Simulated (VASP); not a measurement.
A run of VASP 6.6.1 is set up as follows.

Contents of POSCAR:

```
CoC
1.0
    0.0000000000      1.9927520784      1.9927520784
    1.9927520784      0.0000000000      1.9927520784
    1.9927520784      1.9927520784      0.0000000000
Co C
1 1
Direct
    0.0000000000      0.0000000000      0.0000000000
    0.5000000000      0.5000000000      0.5000000000
```

INCAR.step1

```
  ALGO = Normal
  EDIFF = 1E-4
  ENCUT = 520
  GGA = PE
  ISMEAR = 0
  ISPIN = 2
  LASPH = T
  LCHARG = F
  LMAXMIX = 4
  LREAL = F
  LWAVE = T
  MAGMOM = 0.52 0
  NBANDS = 18
  NELM = 150
  PREC = Accurate
  SIGMA = 0.1
```

File INCAR.step2:

```
  ALGO = Normal
  EDIFF = 1E-6
  ENCUT = 520
  ISIF = 2
  ISMEAR = 0
  ISPIN = 2
  ISTART = 1
  LASPH = T
  LCHARG = F
  LMAXMIX = 4
  LMIXTAU = T
  LORBIT = 11
  LREAL = F
  LWAVE = F
  MAGMOM = 0.52 0
  METAGGA = R2SCAN
  NBANDS = 18
  NELM = 150
  PREC = Accurate
  SIGMA = 0.1
```

KPOINTS

```
k-points
0
Gamma
  8 8 8
```

Potentials or basis: VASP PAW PBE potentials, release 64 (Co, C).

Launch:

```console
$ cat potpaw_PBE.64/Co/POTCAR potpaw_PBE.64/C/POTCAR > POTCAR
$ cp INCAR.step1 INCAR
$ mpirun -np 1 vasp_std > vasp.out
$ cp INCAR.step2 INCAR
$ mpirun -np 1 vasp_std > vasp.out
```

(1) Predict the site moments.

(2) Estimate the net moment.

## Answers

(1) Co +0.41; C +0.07 μB.

(2) 0.49 μB per cell.
